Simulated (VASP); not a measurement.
Input of a VASP 6.6.1 run:

The input INCAR:

```
  PREC = Accurate
  ENCUT = 500
  EDIFF = 1E-6
  ISMEAR = -1
  SIGMA = 0.05
  LREAL = False
  LASPH = True
  NELM = 120
  ALGO = Normal
  ISIF = 2
  LWAVE = False
  LCHARG = False
  GGA = CA
  NBANDS = 11
  GGA_COMPAT = False
```

File KPOINTS:

```
regular mesh
0
Gamma
  12 12 12
```

POSCAR

```
AlP
1.0
    0.0000000000      2.6033366665      2.6033366665
    2.6033366665      0.0000000000      2.6033366665
    2.6033366665      2.6033366665      0.0000000000
Al P
1 1
Direct
    0.0000000000      0.0000000000      0.0000000000
    0.2500000000      0.2500000000      0.2500000000
```

Potentials or basis: VASP PAW LDA potentials, release 64 (Al, P).

Command:

```sh
$ cat potpaw_LDA.64/Al/POTCAR potpaw_LDA.64/P/POTCAR > POTCAR
$ mpirun -np 1 vasp_std > vasp.out
```

(1) What does it give for the band gap on the k mesh?

(2) Estimate the pressure.

## Answers

(1) 1.13 eV, indirect (least direct gap 3.56 eV).

(2) 15.1 GPa.
